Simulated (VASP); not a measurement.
# Zr (P6_3/mmc) in VASP: a series of runs, part 2 of 2

VASP 6.6.1. The steps go on from the part before.

## Step 3: Relaxation of cell and atoms, PBEsol

This run uses another cell than the first one, of 23.28 Å³/atom.

File INCAR:

```
SYSTEM = Zr
PREC = Accurate
ENCUT = 600
EDIFF = 1E-6
ISMEAR = -1
SIGMA = 0.05
LREAL = .FALSE.
LASPH = .TRUE.
NELM = 60
ALGO = Normal
ISIF = 3
LWAVE = .FALSE.
LCHARG = .FALSE.
GGA = PS
IBRION = 2
NSW = 60
EDIFFG = -0.01
```

File KPOINTS:

```
Automatic mesh
0
G
  9 9 5
  0 0 0
```

File POSCAR:

```
Zr
1.0
    3.2320000000      0.0000000000      0.0000000000
   -1.6160000000      2.7989941050      0.0000000000
    0.0000000000      0.0000000000      5.1470000000
Zr
2
Direct
    0.6666666667      0.3333333333      0.7500000000
    0.3333333333      0.6666666667      0.2500000000
```

Potentials or basis: VASP PAW PBE potentials, release 64 (Zr_sv).

Launch:

```bash
> cat potpaw_PBE.64/Zr_sv/POTCAR > POTCAR
> mpirun -np 1 vasp_std > vasp.out
```

OUTCAR:

```text
SYSTEM = Zr
   PREC = Accurate
   ENCUT = 600
   EDIFF = 1E-6
   ISMEAR = -1
   LREAL = .FALSE.
   LASPH = .TRUE.
   NELM = 60
   ISIF = 3
   GGA = PS
   IBRION = 2
   NSW = 60
   EDIFFG = -0.01

 ion  position               nearest neighbor table
   1  0.667  0.333  0.750-   2 3.18   2 3.18   2 3.18   2 3.18   2 3.18   2 3.18
   2  0.333  0.667  0.250-   1 3.18   1 3.18   1 3.18   1 3.18   1 3.18   1 3.18

  LATTYP: Found a hexagonal cell.
 ALAT       =     3.2320000000
 C/A-ratio  =     1.5925123762

  Lattice vectors:

 A1 = (   3.2320000000,   0.0000000000,   0.0000000000)
 A2 = (  -1.6160000000,   2.7989941050,   0.0000000000)
 A3 = (   0.0000000000,   0.0000000000,   5.1470000000)

Analysis of symmetry for initial positions (statically):
=====================================================================
 Subroutine PRICEL returns:
 Original cell was already a primitive cell.

 Routine SETGRP: Setting up the symmetry group for a
 hexagonal supercell.

 Subroutine GETGRP returns: Found 24 space group operations
 (whereof 12 operations were pure point group operations)
 out of a pool of 24 trial point group operations.

The static configuration has the point symmetry D_3d.
 The point group associated with its full space group is D_6h.

Analysis of symmetry for dynamics (positions and initial velocities):
=====================================================================
 Subroutine PRICEL returns:
 Original cell was already a primitive cell.

 Routine SETGRP: Setting up the symmetry group for a
 hexagonal supercell.

 Subroutine GETGRP returns: Found 24 space group operations
 (whereof 12 operations were pure point group operations)
 out of a pool of 24 trial point group operations.

The dynamic configuration has the point symmetry D_3d.
 The point group associated with its full space group is D_6h.

 Subroutine INISYM returns: Found 24 space group operations
 (whereof 12 operations are pure point group operations),
 and found     1 'primitive' translations

----------------------------------------------------------------------------------------

                                     Primitive cell

  volume of cell :      46.5616

  direct lattice vectors                    reciprocal lattice vectors
     3.232000000  0.000000000  0.000000000     0.309405941  0.178635603  0.000000000
    -1.616000000  2.798994105  0.000000000     0.000000000  0.357271206  0.000000000
     0.000000000  0.000000000  5.147000000     0.000000000  0.000000000  0.194287935

  length of vectors
     3.232000000  3.232000000  5.147000000     0.357271206  0.357271206  0.194287935

  position of ions in fractional coordinates (direct lattice)
     0.666666667  0.333333333  0.750000000
     0.333333333  0.666666667  0.250000000

  ion indices of the primitive-cell ions
   primitive index   ion index
                 1           1
                 2           2

----------------------------------------------------------------------------------------

[... 26 lines left out ...]
  0.000000  0.000000  0.000000      1.000000
  0.111111  0.000000  0.000000      6.000000
  0.222222  0.000000  0.000000      6.000000
  0.333333  0.000000  0.000000      6.000000
  0.444444  0.000000  0.000000      6.000000
  0.111111  0.111111  0.000000      6.000000
[... 16 lines left out ...]
  0.333333  0.222222  0.200000     24.000000
  0.333333  0.333333  0.200000      4.000000
 [... further k-points ...]
   k-points           NKPTS =     36   k-points in BZ     NKDIM =     36   number of bands    NBANDS=     16
   number of dos      NEDOS =    301   number of ions     NIONS =      2
   total plane-waves  NPLWV =  32928
   dimension x,y,z NGX =    28 NGY =   28 NGZ =   42
   dimension x,y,z NGXF=    56 NGYF=   56 NGZF=   84
   ions per type =               2
   NGX,Y,Z   is equivalent  to a cutoff of  14.40, 14.40, 13.57 a.u.
   NGXF,Y,Z  is equivalent  to a cutoff of  28.80, 28.80, 27.13 a.u.
 SYSTEM =  Zr
   PREC   = accura    normal or accurate (medium, high low for compatibility)
   ISTART =      0    job   : 0-new  1-cont  2-samecut
   ICHARG =      2    charge: 1-file 2-atom 10-const
   ISPIN  =      1    spin polarized calculation?
   LNONCOLLINEAR =      F non collinear calculations
   LSORBIT =      F    spin-orbit coupling
   LASPH  =      T    aspherical Exc in radial PAW
   ENCUT  =  600.0 eV  44.10 Ry    6.64 a.u.   6.46  6.46 10.28*2*pi/ulx,y,z
   NELM   =     60;   NELMIN=  2; NELMDL= -5     # of ELM steps
   EDIFF  = 0.1E-05   stopping-criterion for ELM
   LREAL  =      F    real-space projection
   EDIFFG = -.1E-01   stopping-criterion for IOM
   NSW    =     60    number of steps for IOM
   IBRION =      2    ionic relax: 0-MD 1-quasi-New 2-CG
   NFREE  =      1    steps in history (QN), initial steepest desc. (CG)
   ISIF   =      3    stress and relaxation
   ISYM   =      2    0-nonsym 1-usesym 2-fastsym
   POTIM  = 0.5000    time-step for ionic-motion
   TEBEG  =    0.0;   TEEND  =   0.0 temperature during run
   PSTRESS=    0.0 pullay stress
   NELECT =      24.0000    total number of electrons
   NUPDOWN=      -1.0000    fix difference up-down
   EMIN   =  10.00;   EMAX   =-10.00  energy-range for DOS
   EFERMI =   0.00;   METHOD = LEGACY
   ISMEAR =    -1;   SIGMA  =   0.05  broadening in eV -4-tet -1-fermi 0-gaus
   EFERMI_NEDOS =   21; number of points for ismear=-14 and -15
   IALGO  =     38    algorithm
   IMIX   =      4    mixing-type and parameters
     AMIX     =   0.40;   BMIX     =  1.00
     AMIX_MAG =   1.60;   BMIX_MAG =  1.00
  volume/ion in A,a.u.               =      23.28       157.11
  Fermi-wavevector in a.u.,A,eV,Ry     =   1.312611  2.480475 23.442130  1.722948
  Thomas-Fermi vector in A             =   2.442991
   LORBIT       =      0    0 simple, 1 ext, 2 COOP (PROOUT), +10 PAW based schemes
   GGA     = PS    functional components
   LHFCALC =     F    Hartree Fock is set to
   AEXX    =    0.0000 exact exchange contribution
   IVDW    =     0    specifies the selected vdW correction
   LEPSILON=     F    determine dielectric tensor
   LRPA    =     F    only Hartree local field effects (RPA)
 conjugate gradient relaxation of ions
 non-spin polarized calculation
  energy-cutoff  :      600.00
  volume of cell :       46.56
 maximum number of plane-waves:      1572
 NGX is ok and might be reduce to    28
   NGX = 13   NGY = 13   NGZ = 21

--------------------------------------- Ionic step        1  -------------------------------------------

 number of electron      24.0000000 magnetization

 Free energy of the ion-electron system (eV)
  ---------------------------------------------------
  ext. energy  EPLUGINS =         0.00000000
  ---------------------------------------------------
  free energy    TOTEN  =       -18.15954408 eV

  energy without entropy =      -18.14286756  energy(sigma->0) =      -18.15120582

------------------------ aborting loop because EDIFF is reached ----------------------------------------

  FORCE on cell =-STRESS in cart. coord.  units (eV):
  Direction    XX          YY          ZZ          XY          YZ          ZX
  --------------------------------------------------------------------------------------
  -------------------------------------------------------------------------------------
  Total       -1.0183299     -1.0183299     -0.7703991      0.0000000      0.0000000      0.0000000
  in kB      -35.0406043    -35.0406043    -26.5093364      0.0000000      0.0000000      0.0000000
  external PRESSURE =     -32.1968484 kB  Pullay stress =       0.0000000 kB
[... 167 lines left out ...]
--------------------------------------- Ionic step        6  -------------------------------------------

 number of electron      24.0000000 magnetization

 Free energy of the ion-electron system (eV)
  ---------------------------------------------------
  ext. energy  EPLUGINS =         0.00000000
  ---------------------------------------------------
  free energy    TOTEN  =       -18.17685980 eV

  energy without entropy =      -18.16005663  energy(sigma->0) =      -18.16845822

 E-fermi :   9.2594     XC(G=0): -11.3649

 val. band max:        9.2455435204   @ k =   0.1111   0.0000   0.4000
 cond. band min:       9.2611052427   @ k =   0.0000   0.0000   0.4000
 fundamental gap:      0.0155617223
 Fermi energy:         9.2593793132

 k-point     1 :       0.0000    0.0000    0.0000
  band No.  band energies     occupation
      1     -39.4063      2.00000
      2     -39.2332      2.00000
      3     -18.0129      2.00000
      4     -17.0333      2.00000
      5     -17.0333      2.00000
      6     -16.8995      2.00000
[... 433 lines left out ...]
      3     -17.6537      2.00000
      4     -17.6373      2.00000
      5     -17.6373      2.00000
      6     -17.3717      2.00000
[... 8 lines left out ...]
     15      11.0337      0.00000
     16      13.0713      0.00000

 [... further k-points ...]
[... 5 lines left out ...]
  --------------------------------------------------------------------------------------
  -------------------------------------------------------------------------------------
  Total        0.0143023      0.0143023      0.0151850      0.0000000      0.0000000      0.0000000
  in kB        0.5098061      0.5098061      0.5412684      0.0000000      0.0000000      0.0000000
  external PRESSURE =       0.5202936 kB  Pullay stress =       0.0000000 kB
[... 17 lines left out ...]
  FREE ENERGIE OF THE ION-ELECTRON SYSTEM (eV)
  ---------------------------------------------------
  free  energy   TOTEN  =       -18.1768598013 eV

  energy  without entropy=      -18.1600566346  energy(sigma->0) =      -18.16845822

 reached required accuracy - stopping structural energy minimisation
```

It took 3.4 min on 1 thread of Intel Xeon 8259CL, shared host; peak memory 0.2 GiB.

What came out:

```
Free energy                           : -18.1769 eV
Relaxed volume                        : 22.47 Å³/atom
Relaxed cell                          : a = 3.182 Å, b = 3.182 Å, c = 5.126 Å, α = 90.00°, β = 90.00°, γ = 120.00°
Space group after relaxing (to 0.1 Å) : P6_3/mmc (No. 194)
Energy gained by relaxing             : 8.7 meV/atom
Ionic steps                           : 6
Pressure after relaxing               : 0.1 GPa
Band gap on the k mesh                : zero (bands 12 and 13 overlap by 1.13 eV)
```

Step by step:
| step | energy change (eV) | largest force (eV/Å) | pressure (GPa) | volume (Å³) |
| --- | --- | --- | --- | --- |
| 1 | 0.0000 | 0.0000 | -3.22 | 46.56 |
| 2 | -0.0006 | 0.0000 | 3.58 | 43.48 |
| 3 | -0.0167 | 0.0000 | 0.04 | 44.98 |
| 4 | -0.0167 | 0.0000 | 0.10 | 44.95 |
| 5 | -0.0172 | 0.0000 | 0.07 | 44.95 |
| 6 | -0.0173 | 0.0000 | 0.05 | 44.95 |

Final structure:
```
Zr
1.0
     3.18208    0.00000    0.00000
    -1.59104    2.75576    0.00000
     0.00000    0.00000    5.12576
Zr
2
Direct
  0.66667 0.33333 0.75000
  0.33333 0.66667 0.25000
```

Levels at points of the mesh, in eV from the Fermi level:
```
           k point  band 10  band 11  band 12  band 13  band 14  band 15
(0.00, 0.00, 0.00)    -3.14     0.88     0.88     0.93     1.23     1.59
```

Caveat: the PAW data sets were made with another functional, which shifts forces and pressure a little.

## Step 4: Relaxation of cell and atoms, PBEsol, target pressure 2 GPa, at which the enthalpy is minimised

This run uses another cell than the first one, of 23.28 Å³/atom.

File INCAR:

```
  PREC = Accurate
  ENCUT = 600
  EDIFF = 1E-6
  ISMEAR = -1
  SIGMA = 0.05
  LREAL = False
  LASPH = True
  NELM = 60
  ALGO = Fast
  ISIF = 3
  LWAVE = False
  LCHARG = False
  GGA = PS
  IBRION = 2
  NSW = 60
  EDIFFG = -0.01
  PSTRESS = 20.0
```

File KPOINTS:

```
regular mesh
0
Gamma
  9 9 5
```

POSCAR is that of step 3.

Launch:

```bash
> cat potpaw_PBE.64/Zr_sv/POTCAR > POTCAR
> mpirun -np 1 vasp_std > vasp.out
```

It took 6.3 min on 1 thread of Intel Xeon 8259CL, shared host; peak memory 0.2 GiB.

Results (log left out):

| Item | Value |
| --- | --- |
| Free energy | -18.1713 eV |
| Relaxed volume | 22.04 Å³/atom |
| Relaxed cell | a = 3.159 Å, b = 3.159 Å, c = 5.100 Å, α = 90.00°, β = 90.00°, γ = 120.00° |
| Space group after relaxing (to 0.1 Å) | P6_3/mmc (No. 194) |
| Energy change on relaxing (the run minimises the enthalpy) | -5.9 meV/atom |
| Ionic steps | 6 |
| Pressure after relaxing | 2.0 GPa |
| Band gap on the k mesh | zero (bands 12 and 13 overlap by 1.13 eV) |

The path:
| step | energy change (eV) | largest force (eV/Å) | pressure (GPa) | volume (Å³) |
| --- | --- | --- | --- | --- |
| 1 | 0.0000 | 0.0000 | -3.22 | 46.56 |
| 2 | 0.0696 | 0.0000 | 8.71 | 41.63 |
| 3 | -0.0115 | 0.0000 | 1.98 | 44.14 |
| 4 | -0.0109 | 0.0000 | 2.09 | 44.09 |
| 5 | -0.0116 | 0.0000 | 2.06 | 44.09 |
| 6 | -0.0117 | 0.0000 | 2.04 | 44.08 |

Final structure:
```cif
data_structure
_symmetry_space_group_name_H-M 'P 1'
_symmetry_Int_Tables_number 1
_cell_length_a 3.1593
_cell_length_b 3.1593
_cell_length_c 5.0999
_cell_angle_alpha 90.000
_cell_angle_beta 90.000
_cell_angle_gamma 120.000
_cell_volume 44.08
loop_
_atom_site_label
_atom_site_type_symbol
_atom_site_fract_x
_atom_site_fract_y
_atom_site_fract_z
_atom_site_occupancy
Zr1 Zr 0.66667 0.33333 0.75000 1
Zr2 Zr 0.33333 0.66667 0.25000 1
```

Levels at points of the mesh, in eV from the Fermi level:
```csv
k point,band 8,band 9,band 10,band 11,band 12,band 13,band 14,band 15,band 16
"(0.00, 0.00, 0.00)",-26.07,-5.76,-3.19,0.89,0.89,0.91,1.30,1.61,1.61
```

Caveat: the cell is relaxed towards a set pressure, so the run minimises the enthalpy, not the energy; the PAW data sets were made with another functional, which shifts forces and pressure a little.

## Step 5: Summary

```csv
task,cell,cutoff (eV),gap on the mesh (eV),pressure (GPa)
single point,"a = 3.182, b = 3.182, c = 5.125 Å, angles 90.0, 90.0, 120.0°, 2 atoms",520,none,0.1
relaxation of cell and atoms,"relaxed from a = 3.232, b = 3.232, c = 5.147 Å, angles 90.0, 90.0, 120.0°, 2 atoms",600,none,0.1
relaxation of cell and atoms,"relaxed to 2 GPa from a = 3.232, b = 3.232, c = 5.147 Å, angles 90.0, 90.0, 120.0°, 2 atoms",600,none,2.0
```

Alike in all rows: level PBEsol; potentials or basis VASP PAW PBE potentials, release 64 (Zr_sv); no spin polarisation; k mesh 9 × 9 × 5; smearing fermi-dirac 0.05 eV.

Caveats: the PAW data sets were made with another functional, which shifts forces and pressure a little; the cell is relaxed towards a set pressure, so the run minimises the enthalpy, not the energy (at least some runs).

Absolute energies hang on the potentials; compare differences alone.
